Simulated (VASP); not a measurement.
# Ni (Fm-3m) in VASP: single point with PBEsol

Aim: the single point of Ni with PBEsol.

Program: VASP 6.6.1. These are calculated values, not measurements. Logs are shortened: lines on timing, memory, paths and dates and some standing lists are left out, and cuts for length are marked.

## 1. The cell of the first run

It takes space group Fm-3m (No. 225, cubic). The conventional cell has a = 3.462 Å, b = 3.462 Å, c = 3.462 Å, α = 90.00°, β = 90.00°, γ = 90.00°. Within 3.2 Å of Ni (site symmetry m-3m) lie 12 Ni at 2.45 Å.

## 2. Single point, PBEsol, collinear spin, ferromagnetic start

File INCAR:

```
SYSTEM = Ni
  ALGO = Normal
  EDIFF = 1E-6
  ENCUT = 520
  GGA = PS
  ISIF = 2
  ISMEAR = 1
  ISPIN = 2
  LASPH = .True.
  LCHARG = .False.
  LMAXMIX = 4
  LORBIT = 11
  LREAL = .False.
  LWAVE = .False.
  MAGMOM = 1.5
  NBANDS = 15
  NELM = 150
  PREC = Accurate
  SIGMA = 0.1
```

File KPOINTS:

```
k-points
0
Gamma
  21 21 21
  0 0 0
```

File POSCAR:

```
Ni
1.0
    0.0000000000      1.7308591704      1.7308591704
    1.7308591704      0.0000000000      1.7308591704
    1.7308591704      1.7308591704      0.0000000000
Ni
1
Direct
    0.0000000000      0.0000000000      0.0000000000
```

Potentials or basis: VASP PAW PBE potentials, release 64 (Ni).

Launch:

```
> cat potpaw_PBE.64/Ni/POTCAR > POTCAR
> mpirun -np 1 vasp_std > vasp.out
```

OUTCAR:

```text
SYSTEM = Ni
   EDIFF = 1E-6
   ENCUT = 520
   GGA = PS
   ISIF = 2
   ISMEAR = 1
   ISPIN = 2
   LASPH = .True.
   LORBIT = 11
   LREAL = .False.
   NELM = 150
   PREC = Accurate

 ion  position               nearest neighbor table
   1  0.000  0.000  0.000-

  LATTYP: Found a face centered cubic cell.
 ALAT       =     3.4617183408

  Lattice vectors:

 A1 = (   0.0000000000,   1.7308591704,   1.7308591704)
 A2 = (   1.7308591704,   0.0000000000,   1.7308591704)
 A3 = (   1.7308591704,   1.7308591704,   0.0000000000)

Analysis of symmetry for initial positions (statically):
=====================================================================
 Subroutine PRICEL returns:
 Original cell was already a primitive cell.

 Routine SETGRP: Setting up the symmetry group for a
 face centered cubic supercell.

 Subroutine GETGRP returns: Found 48 space group operations
 (whereof 48 operations were pure point group operations)
 out of a pool of 48 trial point group operations.

The static configuration has the point symmetry O_h .

Analysis of symmetry for dynamics (positions and initial velocities):
=====================================================================
 Subroutine PRICEL returns:
 Original cell was already a primitive cell.

 Routine SETGRP: Setting up the symmetry group for a
 face centered cubic supercell.

 Subroutine GETGRP returns: Found 48 space group operations
 (whereof 48 operations were pure point group operations)
 out of a pool of 48 trial point group operations.

The dynamic configuration has the point symmetry O_h .

Analysis of structural, dynamic, and magnetic symmetry:
=====================================================================
 Subroutine PRICEL returns:
 Original cell was already a primitive cell.

 Routine SETGRP: Setting up the symmetry group for a
 face centered cubic supercell.

 Subroutine GETGRP returns: Found 48 space group operations
 (whereof 48 operations were pure point group operations)
 out of a pool of 48 trial point group operations.

The overall configuration has the point symmetry O_h .

 Subroutine INISYM returns: Found 48 space group operations
 (whereof 48 operations are pure point group operations),
 and found     1 'primitive' translations

----------------------------------------------------------------------------------------

                                     Primitive cell

  volume of cell :      10.3709

  direct lattice vectors                    reciprocal lattice vectors
     0.000000000  1.730859170  1.730859170    -0.288873878  0.288873878  0.288873878
     1.730859170  0.000000000  1.730859170     0.288873878 -0.288873878  0.288873878
     1.730859170  1.730859170  0.000000000     0.288873878  0.288873878 -0.288873878

  length of vectors
     2.447804513  2.447804513  2.447804513     0.500344233  0.500344233  0.500344233

  position of ions in fractional coordinates (direct lattice)
     0.000000000  0.000000000  0.000000000

  ion indices of the primitive-cell ions
   primitive index   ion index
                 1           1

----------------------------------------------------------------------------------------

 KPOINTS: k-points

Automatic generation of k-mesh.
 Grid dimensions read from file:
 generate k-points for:   21   21   21

 Generating k-lattice:

  Cartesian coordinates                     Fractional coordinates (reciprocal lattice)
    -0.013755899  0.013755899  0.013755899     0.047619048  0.000000000  0.000000000
     0.013755899 -0.013755899  0.013755899     0.000000000  0.047619048  0.000000000
     0.013755899  0.013755899 -0.013755899     0.000000000  0.000000000  0.047619048

  Length of vectors
     0.023825916  0.023825916  0.023825916

  Shift w.r.t. Gamma in fractional coordinates (k-lattice)
     0.000000000  0.000000000  0.000000000

 Subroutine IBZKPT returns following result:
 ===========================================

 Found    286 irreducible k-points:

 Following reciprocal coordinates:
            Coordinates               Weight
  0.000000  0.000000  0.000000      1.000000
  0.047619  0.000000  0.000000      8.000000
  0.095238  0.000000  0.000000      8.000000
  0.142857  0.000000  0.000000      8.000000
  0.190476  0.000000  0.000000      8.000000
  0.238095  0.000000  0.000000      8.000000
[... 16 lines left out ...]
 -0.428571  0.047619  0.000000     24.000000
 -0.380952  0.047619  0.000000     24.000000
 [... further k-points ...]
   k-points           NKPTS =    286   k-points in BZ     NKDIM =    286   number of bands    NBANDS=     15
   number of dos      NEDOS =    301   number of ions     NIONS =      1
   total plane-waves  NPLWV =   5832
   dimension x,y,z NGX =    18 NGY =   18 NGZ =   18
   dimension x,y,z NGXF=    36 NGYF=   36 NGZF=   36
   ions per type =               1
   NGX,Y,Z   is equivalent  to a cutoff of  12.22, 12.22, 12.22 a.u.
   NGXF,Y,Z  is equivalent  to a cutoff of  24.45, 24.45, 24.45 a.u.
 SYSTEM =  Ni
   PREC   = accura    normal or accurate (medium, high low for compatibility)
   ISTART =      0    job   : 0-new  1-cont  2-samecut
   ICHARG =      2    charge: 1-file 2-atom 10-const
   ISPIN  =      2    spin polarized calculation?
   LNONCOLLINEAR =      F non collinear calculations
   LSORBIT =      F    spin-orbit coupling
   LASPH  =      T    aspherical Exc in radial PAW
   ENCUT  =  520.0 eV  38.22 Ry    6.18 a.u.   4.55  4.55  4.55*2*pi/ulx,y,z
   NELM   =    150;   NELMIN=  2; NELMDL= -5     # of ELM steps
   EDIFF  = 0.1E-05   stopping-criterion for ELM
   LREAL  =      F    real-space projection
   EDIFFG = 0.1E-04   stopping-criterion for IOM
   NSW    =      0    number of steps for IOM
   IBRION =     -1    ionic relax: 0-MD 1-quasi-New 2-CG
   NFREE  =      0    steps in history (QN), initial steepest desc. (CG)
   ISIF   =      2    stress and relaxation
   ISYM   =      2    0-nonsym 1-usesym 2-fastsym
   POTIM  = 0.5000    time-step for ionic-motion
   TEBEG  =    0.0;   TEEND  =   0.0 temperature during run
   PSTRESS=    0.0 pullay stress
   NELECT =      10.0000    total number of electrons
   NUPDOWN=      -1.0000    fix difference up-down
   EMIN   =  10.00;   EMAX   =-10.00  energy-range for DOS
   EFERMI =   0.00;   METHOD = LEGACY
   ISMEAR =     1;   SIGMA  =   0.10  broadening in eV -4-tet -1-fermi 0-gaus
   EFERMI_NEDOS =   21; number of points for ismear=-14 and -15
   IALGO  =     38    algorithm
   IMIX   =      4    mixing-type and parameters
     AMIX     =   0.40;   BMIX     =  1.00
     AMIX_MAG =   1.60;   BMIX_MAG =  1.00
  volume/ion in A,a.u.               =      10.37        69.99
  Fermi-wavevector in a.u.,A,eV,Ry     =   1.617347  3.056342 35.590256  2.615810
  Thomas-Fermi vector in A             =   2.711786
   LORBIT       =     11    0 simple, 1 ext, 2 COOP (PROOUT), +10 PAW based schemes
   GGA     = PS    functional components
   LHFCALC =     F    Hartree Fock is set to
   AEXX    =    0.0000 exact exchange contribution
   IVDW    =     0    specifies the selected vdW correction
   LEPSILON=     F    determine dielectric tensor
   LRPA    =     F    only Hartree local field effects (RPA)
 spin polarized calculation
 Methfessel and Paxton  Order N= 1 SIGMA  =   0.10
  energy-cutoff  :      520.00
  volume of cell :       10.37
 maximum number of plane-waves:       295
   NGX =  9   NGY =  9   NGZ =  9

 number of electron      10.0000000 magnetization       1.5000000

 number of electron       9.9999993 magnetization       0.5872574

 Free energy of the ion-electron system (eV)
  ---------------------------------------------------
  ext. energy  EPLUGINS =         0.00000000
  ---------------------------------------------------
  free energy    TOTEN  =        -6.13536325 eV

  energy without entropy =       -6.13553426  energy(sigma->0) =       -6.13542026

 E-fermi :   9.8848     XC(G=0): -13.7216

 val. band max:        9.8765150727   @ k =  -0.3810   0.2381   0.0476
 cond. band min:       9.8848723869   @ k =  -0.3810   0.1429   0.0476
 fundamental gap:      0.0083573143
 Fermi energy:         9.8848164279

 spin component 1

 k-point     1 :       0.0000    0.0000    0.0000
  band No.  band energies     occupation
      1       0.4838      1.00000
      2       7.3495      1.00000
      3       7.3495      1.00000
      4       7.3495      1.00000
      5       8.6085      1.00000
      6       8.6085      1.00000
      7      33.9830      0.00000
      8      38.2041      0.00000
      9      38.2041      0.00000
     10      38.2041      0.00000
     11      41.2909      0.00000
     12      41.2909      0.00000
     13      41.2909      0.00000
     14      44.1933      0.00000
     15      51.0165      0.00000

 k-point     2 :       0.0476    0.0000    0.0000
  band No.  band energies     occupation
      1       0.5760      1.00000
      2       7.3241      1.00000
      3       7.3711      1.00000
      4       7.3711      1.00000
      5       8.5989      1.00000
      6       8.5989      1.00000
      7      33.7462      0.00000
      8      36.8921      0.00000
      9      37.9883      0.00000
     10      37.9883      0.00000
     11      41.6078      0.00000
     12      41.6078      0.00000
     13      42.1152      0.00000
     14      44.9454      0.00000
     15      50.0139      0.00000
[... 365 lines left out ...]
      3       7.4093      1.00000
      4       8.5216      1.00000
      5       9.2317      1.00000
      6       9.8367      0.85937
      7      16.6706      0.00000
      8      31.9891      0.00000
      9      34.3183      0.00000
     10      35.3742      0.00000
     11      38.5733      0.00000
     12      39.6389      0.00000
     13      45.2253      0.00000
     14      54.9803      0.00000
     15      55.3101      0.00000

 k-point    24 :      -0.3810    0.0476    0.0000
  band No.  band energies     occupation
      1       4.6143      1.00000
      2       7.3945      1.00000
      3       7.4513      1.00000
      4       7.9756      1.00000
      5       9.0907      1.00000
      6       9.4889      1.00000
      7      18.1954      0.00000
      8      32.0607      0.00000
      9      34.4116      0.00000
     10      36.1264      0.00000
     11      38.4609      0.00000
     12      40.0903      0.00000
     13      44.9942      0.00000
     14      53.1608      0.00000
     15      53.9730      0.00000

 [... further k-points ...]

 spin component 2

 k-point     1 :       0.0000    0.0000    0.0000
  band No.  band energies     occupation
      1       0.4716      1.00000
      2       8.0361      1.00000
      3       8.0361      1.00000
      4       8.0361      1.00000
      5       9.1745      1.00000
      6       9.1745      1.00000
      7      33.8780      0.00000
      8      38.1967      0.00000
      9      38.1967      0.00000
     10      38.1967      0.00000
     11      41.4067      0.00000
     12      41.4067      0.00000
     13      41.4067      0.00000
     14      44.1085      0.00000
     15      51.2104      0.00000

 k-point     2 :       0.0476    0.0000    0.0000
  band No.  band energies     occupation
      1       0.5639      1.00000
      2       8.0079      1.00000
      3       8.0586      1.00000
      4       8.0586      1.00000
      5       9.1643      1.00000
      6       9.1643      1.00000
      7      33.6638      0.00000
      8      36.9003      0.00000
      9      37.9981      0.00000
     10      37.9981      0.00000
     11      41.7039      0.00000
     12      41.7039      0.00000
     13      42.1686      0.00000
     14      44.8896      0.00000
     15      50.1835      0.00000
[... 365 lines left out ...]
      3       7.9899      1.00000
      4       8.7717      1.00000
      5       9.9316      0.14836
      6      10.3476     -0.00000
      7      17.0173      0.00000
      8      31.9359      0.00000
      9      34.3772      0.00000
     10      35.4613      0.00000
     11      38.6407      0.00000
     12      39.6899      0.00000
     13      45.3620      0.00000
     14      55.3911      0.00000
     15      55.9018      0.00000

 k-point    24 :      -0.3810    0.0476    0.0000
  band No.  band energies     occupation
      1       4.9010      1.00000
      2       7.9688      1.00000
      3       8.0374      1.00000
      4       8.2512      1.00000
      5       9.7800      1.02942
      6      10.1160     -0.00258
      7      18.4755      0.00000
      8      32.0282      0.00000
      9      34.4543      0.00000
     10      36.2214      0.00000
     11      38.5226      0.00000
     12      40.1375      0.00000
     13      45.1021      0.00000
     14      53.2418      0.00000
     15      54.4996      0.00000

 [... further k-points ...]
[... 5 lines left out ...]
  --------------------------------------------------------------------------------------
  -------------------------------------------------------------------------------------
  Total       -0.0061111     -0.0061111     -0.0061111      0.0000000      0.0000000     -0.0000000
  in kB       -0.9440947     -0.9440947     -0.9440947      0.0000000      0.0000000     -0.0000000
  external PRESSURE =      -0.9440947 kB  Pullay stress =       0.0000000 kB

 VOLUME and BASIS-vectors are now :
 -----------------------------------------------------------------------------
  energy-cutoff  :      520.00
  volume of cell :       10.37
      direct lattice vectors                 reciprocal lattice vectors
     0.000000000  1.730859170  1.730859170    -0.288873878  0.288873878  0.288873878
     1.730859170  0.000000000  1.730859170     0.288873878 -0.288873878  0.288873878
     1.730859170  1.730859170  0.000000000     0.288873878  0.288873878 -0.288873878

 POSITION                                       TOTAL-FORCE (eV/Angst)
 -----------------------------------------------------------------------------------
      0.00000      0.00000      0.00000         0.000000     -0.000000      0.000000
 -----------------------------------------------------------------------------------
    total drift:                                0.000000     -0.000000      0.000000

  FREE ENERGIE OF THE ION-ELECTRON SYSTEM (eV)
  ---------------------------------------------------
  free  energy   TOTEN  =        -6.1353632516 eV

  energy  without entropy=       -6.1355342638  energy(sigma->0) =       -6.13542026

 total charge

# of ion       s       p       d       tot
------------------------------------------
    1        0.521   0.546   8.336   9.403

 magnetization (x)

# of ion       s       p       d       tot
------------------------------------------
    1       -0.007  -0.024   0.624   0.593
```

It took 45 s on 1 thread of AMD EPYC 9R45 (Zen 5), shared host; peak memory 0.14 GiB.

What came out:

* Free energy: -6.1354 eV
* Pressure: -0.1 GPa
* Net moment: 0.59 μB per cell
* Site moments: Ni +0.59 μB
* Valence electrons inside the program's atomic spheres: Ni 9.40

Levels at points of the mesh, in eV from the Fermi level:
Spin up:
```
           k point  band 1  band 2  band 3  band 4  band 5  band 6  band 7  band 8  band 9  band 10
(0.00, 0.00, 0.00)   -9.40   -2.54   -2.54   -2.54   -1.28   -1.28   24.10   28.32   28.32    28.32
```
Spin down:
| k point | band 1 | band 2 | band 3 | band 4 | band 5 | band 6 | band 7 | band 8 | band 9 | band 10 |
| --- | --- | --- | --- | --- | --- | --- | --- | --- | --- | --- |
| (0.00, 0.00, 0.00) | -9.41 | -1.85 | -1.85 | -1.85 | -0.71 | -0.71 | 23.99 | 28.31 | 28.31 | 28.31 |

Caveat: the PAW data sets were made with another functional, which shifts forces and pressure a little.
